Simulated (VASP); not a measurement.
Set up this calculation in VASP 6.6.1, as the native input.

```
Task                   : single point
Functional             : PBE
Potentials or basis    : VASP PAW PBE potentials, release 64 (Bi_d, Te)
Cutoff                 : 520 eV
k mesh                 : 8 × 8 × 4
Occupations            : gaussian, width 0.05 eV
Spin                   : no spin polarisation
Dipole correction      : no
Further INCAR settings : ALGO = Normal; EDIFF = 1e-06; NBANDS = 29
```

The structure of BiTe lies in POSCAR:

```
BiTe
1.0
    5.5060764164      0.0000000000      0.0000000000
   -2.7530382082      4.7684020518      0.0000000000
    0.0000000000      0.0000000000      6.4429753597
Bi Te
2 2
Direct
    0.6666666667      0.3333333333      0.0626000000
    0.3333333333      0.6666666667      0.5626000000
    0.6702990173      0.3333333333      0.5626000000
    0.3333333333      0.6666666667      0.0626000000
```

One way to write it, as run:

INCAR

```
  PREC = Accurate
  ENCUT = 520
  EDIFF = 1E-6
  ISMEAR = 0
  SIGMA = 0.05
  LREAL = F
  LASPH = T
  NELM = 60
  ALGO = Normal
  ISIF = 2
  LWAVE = F
  LCHARG = T
  GGA = PE
  LELF = T
  LVHAR = T
  NBANDS = 29
```

KPOINTS

```
Automatic mesh
0
Gamma
  8 8 4
```

Potentials or basis: VASP PAW PBE potentials, release 64 (Bi_d, Te).

Run with:

```sh
$ cat potpaw_PBE.64/Bi_d/POTCAR potpaw_PBE.64/Te/POTCAR > POTCAR
$ mpirun -np 1 vasp_std > vasp.out
```

Results of the run:

```
Pressure               : 0.0 GPa
Largest force          : 0.017 eV/Å
Band gap on the k mesh : zero (bands 21 and 22 overlap by 1.06 eV)
```

Caveat: spin-orbit coupling is left out, which moves the levels of the heavy elements.

Wall time 6.5 min on 1 thread of Intel(R) Xeon(R) Platinum 8488C (Sapphire Rapids) (shared host), peak memory 0.58 GiB.
